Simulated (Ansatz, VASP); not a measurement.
Two plane-wave programs on WS2

```
CELL_PARAMETERS angstrom
0.00000 2.92271 2.92271
2.92271 0.00000 2.92271
2.92271 2.92271 0.00000
ATOMIC_POSITIONS crystal
W 0.00000 0.00000 0.00000
S 0.75000 0.75000 0.75000
S 0.25000 0.25000 0.25000
```

Alike in both runs: task single point; functional r2SCAN; dispersion rVV10; k mesh 8 × 8 × 8; occupations fermi-dirac, width 0.03 eV; no spin polarisation.

|  | VASP | Ansatz |
| --- | --- | --- |
| version | VASP 6.6.1 | Ansatz 0.2.0 |
| potentials or method | VASP PAW PBE potentials, release 64 (W_sv, S) | plane waves, PAW |
| plane-wave cutoff (eV) | 520 | 500 |
| valence electrons in the cell | 26 | 26 |

|  | VASP | Ansatz | Ansatz less VASP |
| --- | --- | --- | --- |
| pressure (GPa) | 0.4 | 0.0 | -0.45 |

VASP's potentials were made for PBE, not for r2SCAN.

Neither program's run includes spin-orbit coupling.
